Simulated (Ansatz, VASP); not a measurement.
Two plane-wave programs on ZnS

```
Zn S
1.0
     0.00000    2.72500    2.72500
     2.72500    0.00000    2.72500
     2.72500    2.72500    0.00000
Zn S
1 1
Direct
  0.00000 0.00000 0.00000
  0.25000 0.25000 0.25000
```

Alike in both runs: task single point; functional HSE06; k mesh 6 × 6 × 6; occupations fermi-dirac, width 0.02 eV; no spin polarisation.

|  | VASP | Ansatz |
| --- | --- | --- |
| version | VASP 6.6.1 | Ansatz 0.2.0 development build |
| potentials or method | VASP PAW PBE potentials, release 64 (Zn, S) | plane waves, PAW datasets (generated hard set |
| plane-wave cutoff (eV) | 400 | 700 |
| valence electrons in the cell | 18 | 26 |

|  | VASP | Ansatz | Ansatz less VASP |
| --- | --- | --- | --- |
| gap on the k mesh at the Fermi level (eV) | 3.20 | 3.22 | +0.019 |

With one functional, cell and mesh, what is left measures potentials, basis and numerics. VASP's potentials hold 18 valence electrons a cell and Ansatz's 26, so a difference there can come from the potentials and not from the codes.
